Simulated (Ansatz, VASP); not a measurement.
# SnTe: VASP beside Ansatz

INCAR

```
  PREC = Accurate
  ENCUT = 520
  EDIFF = 1E-7
  ISMEAR = 0
  SIGMA = 0.03
  LREAL = False
  LASPH = True
  NELM = 100
  ALGO = Normal
  ISIF = 2
  LWAVE = False
  LCHARG = False
  GGA = PS
  NBANDS = 17
```

KPOINTS

```
regular mesh
0
Gamma
  10 10 10
```

POSCAR

```
SnTe
1.0
    0.0000000000      3.0577940549      3.3635734604
    3.0577940549      0.0000000000      3.3635734604
    3.0577940549      3.0577940549      0.0000000000
Sn Te
1 1
Direct
    0.0000000000      0.0000000000      0.0000000000
    0.5000000000      0.5000000000      0.5000000000
```

Input for Ansatz:

```yaml
crystal:
  lattice:
    - [0.0, 3.0577940549, 3.3635734604]
    - [3.0577940549, 0.0, 3.3635734604]
    - [3.0577940549, 3.0577940549, 0.0]
  atoms:
    - { symbol: Sn, position: [0.0, 0.0, 0.0] }
    - { symbol: Te, position: [0.5, 0.5, 0.5] }
basis:
  ecutwfc: 420
kpoints:
  mp_grid: { grid: [10, 10, 10] }
hamiltonian:
  xc: pbesol
scf:
  occupations: { method: gaussian, width: 0.03 }
output:
  forces: true
  stress: true
  eigenvalues: true
```

Alike in both runs: task single point; functional PBEsol; k mesh 10 × 10 × 10; occupations gaussian, width 0.03 eV; no spin polarisation.

|  | VASP | Ansatz |
| --- | --- | --- |
| version | VASP 6.6.1 | Ansatz 0.2.0 |
| potentials or method | VASP PAW PBE potentials, release 64 (Sn_d, Te), cutoff 520 eV | scalar-relativistic, plane waves, PAW |
| valence electrons in the cell | 20 | 30 |

Ansatz gave:

```
gap on the k mesh at the Fermi level (eV)                     : none
pressure (GPa)                                                : 0.5
traceless stress, the component that is largest in VASP (GPa) : -6.59
```

What did VASP give for the same quantities?

gap on the k mesh at the Fermi level (eV): none; pressure (GPa): 0.5; traceless stress, the component that is largest in VASP (GPa): -6.62.

VASP's potentials were made for PBE, not for PBEsol. A gap of «none» marks a metal or a gap that the smearing closes. The functional is the same, so the differences come from potentials, cutoffs and numerics. VASP's potentials hold 20 valence electrons a cell and Ansatz's 30, so a difference there can come from the potentials and not from the codes.

Spin-orbit coupling is off throughout.
